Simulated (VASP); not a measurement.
# YbRe (Pm-3m) in VASP: further runs, part 2 of 2

VASP 6.6.1. Earlier steps stand in the parts before.

## (4) Single point, r2SCAN (20.11 Å³/atom)

This run uses another cell than the first one, of 20.11 Å³/atom.

Input file POSCAR:

```
YbRe
1.0
    3.4262793064      0.0000000000      0.0000000000
    0.0000000000      3.4262793064      0.0000000000
    0.0000000000      0.0000000000      3.4262793064
Yb Re
1 1
Direct
    0.0000000000      0.0000000000      0.0000000000
    0.5000000000      0.5000000000      0.5000000000
```

Input file INCAR.step1:

```
ALGO = Normal
EDIFF = 1E-4
ENCUT = 520
GGA = PE
ISMEAR = 0
LASPH = T
LCHARG = F
LREAL = F
LWAVE = T
NBANDS = 22
NELM = 60
PREC = Accurate
SIGMA = 0.05
```

Input file INCAR.step2:

```
ALGO = Normal
EDIFF = 1E-6
ENCUT = 520
ISIF = 2
ISMEAR = 0
ISTART = 1
LASPH = T
LCHARG = T
LELF = T
LMIXTAU = T
LREAL = F
LVHAR = T
LWAVE = F
METAGGA = R2SCAN
NBANDS = 22
NELM = 60
PREC = Accurate
SIGMA = 0.05
```

Input file KPOINTS:

```
k-points
0
Gamma
  10 10 10
```

Potentials or basis: VASP PAW PBE potentials, release 64 (Yb, Re).

Launch:

```
$ cat potpaw_PBE.64/Yb/POTCAR potpaw_PBE.64/Re/POTCAR > POTCAR
$ cp INCAR.step1 INCAR
$ mpirun -np 1 vasp_std > vasp.out
$ cp INCAR.step2 INCAR
$ mpirun -np 1 vasp_std > vasp.out
```

OUTCAR:

```text
EDIFF = 1E-6
   ENCUT = 520
   ISIF = 2
   ISMEAR = 0
   ISTART = 1
   LASPH = T
   LREAL = F
   METAGGA = R2SCAN
   NELM = 60
   PREC = Accurate

 ion  position               nearest neighbor table
   1  0.000  0.000  0.000-   2 2.97   2 2.97   2 2.97   2 2.97   2 2.97   2 2.97   2 2.97   2 2.97

   2  0.500  0.500  0.500-   1 2.97   1 2.97   1 2.97   1 2.97   1 2.97   1 2.97   1 2.97   1 2.97

  LATTYP: Found a simple cubic cell.
 ALAT       =     3.4262793064

  Lattice vectors:

 A1 = (   3.4262793064,   0.0000000000,   0.0000000000)
 A2 = (   0.0000000000,   3.4262793064,   0.0000000000)
 A3 = (   0.0000000000,   0.0000000000,   3.4262793064)

Analysis of symmetry for initial positions (statically):
=====================================================================
 Subroutine PRICEL returns:
 Original cell was already a primitive cell.

 Routine SETGRP: Setting up the symmetry group for a
 simple cubic supercell.

 Subroutine GETGRP returns: Found 48 space group operations
 (whereof 48 operations were pure point group operations)
 out of a pool of 48 trial point group operations.

The static configuration has the point symmetry O_h .

Analysis of symmetry for dynamics (positions and initial velocities):
=====================================================================
 Subroutine PRICEL returns:
 Original cell was already a primitive cell.

 Routine SETGRP: Setting up the symmetry group for a
 simple cubic supercell.

 Subroutine GETGRP returns: Found 48 space group operations
 (whereof 48 operations were pure point group operations)
 out of a pool of 48 trial point group operations.

[... 110 lines left out ...]
   PSTRESS=    0.0 pullay stress
   NELECT =      31.0000    total number of electrons
   NUPDOWN=      -1.0000    fix difference up-down
   EMIN   =  10.00;   EMAX   =-10.00  energy-range for DOS
   EFERMI =   0.00;   METHOD = LEGACY
   ISMEAR =     0;   SIGMA  =   0.05  broadening in eV -4-tet -1-fermi 0-gaus
   EFERMI_NEDOS =   21; number of points for ismear=-14 and -15
   IALGO  =     38    algorithm
   IMIX   =      4    mixing-type and parameters
     AMIX     =   0.40;   BMIX     =  1.00
     AMIX_MAG =   1.60;   BMIX_MAG =  1.00
  volume/ion in A,a.u.               =      20.11       135.72
  Fermi-wavevector in a.u.,A,eV,Ry     =   1.500972  2.836426 30.652802  2.252917
  Thomas-Fermi vector in A             =   2.612403
   LORBIT       =      0    0 simple, 1 ext, 2 COOP (PROOUT), +10 PAW based schemes
   METAGGA = R2SCAN    functional components
   LHFCALC =     F    Hartree Fock is set to
   AEXX    =    0.0000 exact exchange contribution
   IVDW    =     0    specifies the selected vdW correction
   LEPSILON=     F    determine dielectric tensor
   LRPA    =     F    only Hartree local field effects (RPA)
 non-spin polarized calculation
 Gauss-broadening in eV      SIGMA  =   0.05
  energy-cutoff  :      520.00
  volume of cell :       40.22
 maximum number of plane-waves:      1108
 NGX is ok and might be reduce to    28
   NGX = 13   NGY = 13   NGZ = 13

 number of electron      30.9999987 magnetization

 Free energy of the ion-electron system (eV)
  ---------------------------------------------------
  ext. energy  EPLUGINS =         0.00000000
  ---------------------------------------------------
  free energy    TOTEN  =       -86.43579649 eV

  energy without entropy =      -86.42845029  energy(sigma->0) =      -86.43212339

 E-fermi :   3.6507     XC(G=0): -13.1457

 val. band max:        3.6333008117   @ k =   0.4000   0.2000   0.1000
 cond. band min:       3.6531606640   @ k =   0.3000   0.1000   0.1000
 fundamental gap:      0.0198598522
 Fermi energy:         3.6507240131

 k-point     1 :       0.0000    0.0000    0.0000
  band No.  band energies     occupation
      1     -48.9462      2.00000
      2     -20.3489      2.00000
      3     -20.3489      2.00000
      4     -20.3489      2.00000
      5      -3.3532      2.00000
      6       0.5077      2.00000
[... 589 lines left out ...]
     21       8.8302      0.00000
     22      11.3491      0.00000

 [... further k-points ...]

------------------------ aborting loop because EDIFF is reached ----------------------------------------

  FORCE on cell =-STRESS in cart. coord.  units (eV):
  Direction    XX          YY          ZZ          XY          YZ          ZX
  --------------------------------------------------------------------------------------
  -------------------------------------------------------------------------------------
  Total       -1.7647094     -1.7647094     -1.7647094     -0.0000000     -0.0000000      0.0000000
  in kB      -70.2935529    -70.2935529    -70.2935529     -0.0000000     -0.0000000      0.0000000
  external PRESSURE =     -70.2935529 kB  Pullay stress =       0.0000000 kB

 VOLUME and BASIS-vectors are now :
 -----------------------------------------------------------------------------
  energy-cutoff  :      520.00
  volume of cell :       40.22
      direct lattice vectors                 reciprocal lattice vectors
     3.426279306  0.000000000  0.000000000     0.291861787  0.000000000  0.000000000
     0.000000000  3.426279306  0.000000000     0.000000000  0.291861787  0.000000000
     0.000000000  0.000000000  3.426279306     0.000000000  0.000000000  0.291861787

 POSITION                                       TOTAL-FORCE (eV/Angst)
 -----------------------------------------------------------------------------------
      0.00000      0.00000      0.00000         0.000000      0.000000      0.000000
      1.71314      1.71314      1.71314         0.000000      0.000000      0.000000
 -----------------------------------------------------------------------------------
    total drift:                                0.000000     -0.000000     -0.000000

  FREE ENERGIE OF THE ION-ELECTRON SYSTEM (eV)
  ---------------------------------------------------
  free  energy   TOTEN  =       -86.4357964898 eV

  energy  without entropy=      -86.4284502927  energy(sigma->0) =      -86.43212339
```

OUTCAR.step1:

```text
EDIFF = 1E-4
   ENCUT = 520
   GGA = PE
   ISMEAR = 0
   LASPH = T
[... 822 lines left out ...]
 -----------------------------------------------------------------------------------
      0.00000      0.00000      0.00000         0.000000      0.000000      0.000000
      1.71314      1.71314      1.71314         0.000000      0.000000      0.000000
 -----------------------------------------------------------------------------------
    total drift:                               -0.000000      0.000000     -0.000000

  FREE ENERGIE OF THE ION-ELECTRON SYSTEM (eV)
  ---------------------------------------------------
  free  energy   TOTEN  =       -14.3928950231 eV

  energy  without entropy=      -14.3851132529  energy(sigma->0) =      -14.38900414
```

It took 3.4 min on 1 thread of AMD EPYC 9R45 (Zen 5), shared host; peak memory 0.2 GiB.

What came out:

* Free energy: -86.4358 eV
* Pressure: -7.0 GPa
* Band gap on the k mesh: zero (an odd number of electrons rules out a gap without spin polarisation)

Caveat: the cell stands under tension; the PAW data sets were made with another functional, which shifts forces and pressure a little; spin-orbit coupling is left out, which moves the levels of the heavy elements.

## (5) Single point, PBE

This run uses another cell than the first one, of 18.80 Å³/atom.

Input file INCAR:

```
SYSTEM = YbRe
PREC = Accurate
ENCUT = 520
EDIFF = 1E-6
ISMEAR = 0
SIGMA = 0.05
LREAL = .False.
LASPH = .True.
NELM = 60
ALGO = Normal
ISIF = 2
LWAVE = .False.
LCHARG = .True.
GGA = PE
LELF = .True.
LVHAR = .True.
NBANDS = 22
```

Input file KPOINTS:

```
regular mesh
0
Gamma
  15 15 15
  0 0 0
```

Input file POSCAR:

```
YbRe
1.0
    3.3498716754      0.0000000000      0.0000000000
    0.0000000000      3.3498716754      0.0000000000
    0.0000000000      0.0000000000      3.3498716754
Yb Re
1 1
Direct
    0.0000000000      0.0000000000      0.0000000000
    0.5000000000      0.5000000000      0.5000000000
```

Potentials or basis: VASP PAW PBE potentials, release 64 (Yb, Re).

Launch:

```
$ cat potpaw_PBE.64/Yb/POTCAR potpaw_PBE.64/Re/POTCAR > POTCAR
$ mpirun -np 1 vasp_std > vasp.out
```

OUTCAR:

```text
SYSTEM = YbRe
   PREC = Accurate
   ENCUT = 520
   EDIFF = 1E-6
   ISMEAR = 0
   LREAL = .False.
   LASPH = .True.
   NELM = 60
   ISIF = 2
   GGA = PE

 ion  position               nearest neighbor table
   1  0.000  0.000  0.000-   2 2.90   2 2.90   2 2.90   2 2.90   2 2.90   2 2.90   2 2.90   2 2.90

   2  0.500  0.500  0.500-   1 2.90   1 2.90   1 2.90   1 2.90   1 2.90   1 2.90   1 2.90   1 2.90

  LATTYP: Found a simple cubic cell.
 ALAT       =     3.3498716754

  Lattice vectors:

 A1 = (   3.3498716754,   0.0000000000,   0.0000000000)
 A2 = (   0.0000000000,   3.3498716754,   0.0000000000)
 A3 = (   0.0000000000,   0.0000000000,   3.3498716754)

Analysis of symmetry for initial positions (statically):
=====================================================================
 Subroutine PRICEL returns:
 Original cell was already a primitive cell.

 Routine SETGRP: Setting up the symmetry group for a
 simple cubic supercell.

 Subroutine GETGRP returns: Found 48 space group operations
 (whereof 48 operations were pure point group operations)
 out of a pool of 48 trial point group operations.

The static configuration has the point symmetry O_h .

Analysis of symmetry for dynamics (positions and initial velocities):
=====================================================================
 Subroutine PRICEL returns:
 Original cell was already a primitive cell.

 Routine SETGRP: Setting up the symmetry group for a
 simple cubic supercell.

 Subroutine GETGRP returns: Found 48 space group operations
 (whereof 48 operations were pure point group operations)
 out of a pool of 48 trial point group operations.

The dynamic configuration has the point symmetry O_h .

 Subroutine INISYM returns: Found 48 space group operations
 (whereof 48 operations are pure point group operations),
 and found     1 'primitive' translations

----------------------------------------------------------------------------------------

                                     Primitive cell
[... 109 lines left out ...]
   IMIX   =      4    mixing-type and parameters
     AMIX     =   0.40;   BMIX     =  1.00
     AMIX_MAG =   1.60;   BMIX_MAG =  1.00
  volume/ion in A,a.u.               =      18.80       126.84
  Fermi-wavevector in a.u.,A,eV,Ry     =   1.535208  2.901122 32.067076  2.356864
  Thomas-Fermi vector in A             =   2.642029
   LORBIT       =      0    0 simple, 1 ext, 2 COOP (PROOUT), +10 PAW based schemes
   GGA     = PE    functional components
   LHFCALC =     F    Hartree Fock is set to
   AEXX    =    0.0000 exact exchange contribution
   IVDW    =     0    specifies the selected vdW correction
   LEPSILON=     F    determine dielectric tensor
   LRPA    =     F    only Hartree local field effects (RPA)
 non-spin polarized calculation
 Gauss-broadening in eV      SIGMA  =   0.05
  energy-cutoff  :      520.00
  volume of cell :       37.59
 maximum number of plane-waves:      1028
 NGX is ok and might be reduce to    28
   NGX = 13   NGY = 13   NGZ = 13

 number of electron      31.0000009 magnetization

 Free energy of the ion-electron system (eV)
  ---------------------------------------------------
  ext. energy  EPLUGINS =         0.00000000
  ---------------------------------------------------
  free energy    TOTEN  =       -14.40842939 eV

  energy without entropy =      -14.40237230  energy(sigma->0) =      -14.40540085

 E-fermi :   4.2752     XC(G=0): -12.5640

 val. band max:        4.2727188730   @ k =   0.2667   0.2667   0.0000
 cond. band min:       4.2766809316   @ k =   0.3333   0.2667   0.0667
 fundamental gap:      0.0039620587
 Fermi energy:         4.2752179815

 k-point     1 :       0.0000    0.0000    0.0000
  band No.  band energies     occupation
      1     -46.6961      2.00000
      2     -18.6989      2.00000
      3     -18.6989      2.00000
      4     -18.6989      2.00000
      5      -2.7261      2.00000
      6       0.8330      2.00000
[... 589 lines left out ...]
     21       9.7249      0.00000
     22      12.7690      0.00000

 [... further k-points ...]

------------------------ aborting loop because EDIFF is reached ----------------------------------------

  FORCE on cell =-STRESS in cart. coord.  units (eV):
  Direction    XX          YY          ZZ          XY          YZ          ZX
  --------------------------------------------------------------------------------------
  -------------------------------------------------------------------------------------
  Total        0.6815425      0.6815425      0.6815425      0.0000000      0.0000000      0.0000000
  in kB       29.0481850     29.0481850     29.0481850      0.0000000      0.0000000      0.0000000
  external PRESSURE =      29.0481850 kB  Pullay stress =       0.0000000 kB

 VOLUME and BASIS-vectors are now :
 -----------------------------------------------------------------------------
  energy-cutoff  :      520.00
  volume of cell :       37.59
      direct lattice vectors                 reciprocal lattice vectors
     3.349871675  0.000000000  0.000000000     0.298518898  0.000000000  0.000000000
     0.000000000  3.349871675  0.000000000     0.000000000  0.298518898  0.000000000
     0.000000000  0.000000000  3.349871675     0.000000000  0.000000000  0.298518898

 POSITION                                       TOTAL-FORCE (eV/Angst)
 -----------------------------------------------------------------------------------
      0.00000      0.00000      0.00000         0.000000      0.000000      0.000000
      1.67494      1.67494      1.67494         0.000000      0.000000      0.000000
 -----------------------------------------------------------------------------------
    total drift:                                0.000000     -0.000000     -0.000000

  FREE ENERGIE OF THE ION-ELECTRON SYSTEM (eV)
  ---------------------------------------------------
  free  energy   TOTEN  =       -14.4084293913 eV

  energy  without entropy=      -14.4023722998  energy(sigma->0) =      -14.40540085
```

Run time: 2.2 min. Hardware: 1 thread of AMD EPYC 9R45 (Zen 5), shared host; peak memory 0.23 GiB.

Results:

- Free energy: -14.4084 eV
- Pressure: 2.9 GPa
- Band gap on the k mesh: zero (an odd number of electrons rules out a gap without spin polarisation)

Caveat: spin-orbit coupling is left out, which moves the levels of the heavy elements.

## (6) Summary

| level | cell | k mesh | gap on the mesh (eV) | pressure (GPa) |
| --- | --- | --- | --- | --- |
| r2SCAN | a = 3.372 Å, 2 atoms | 10 × 10 × 10 | none | -2.3 |
| r2SCAN | a = 3.394 Å, 2 atoms | 10 × 10 × 10 | none | -4.3 |
| r2SCAN | a = 3.426 Å, 2 atoms | 10 × 10 × 10 | none | -7.0 |
| PBE | a = 3.350 Å, 2 atoms | 15 × 15 × 15 | none | 2.9 |

Alike in all rows: task single point; potentials or basis VASP PAW PBE potentials, release 64 (Yb, Re); no spin polarisation; cutoff (eV) 520; smearing gaussian 0.05 eV.

Caveats: spin-orbit coupling is left out, which moves the levels of the heavy elements; the PAW data sets were made with another functional, which shifts forces and pressure a little (at least some runs); the cell stands under tension (at least some runs).

Absolute energies hang on the potentials; compare differences alone.
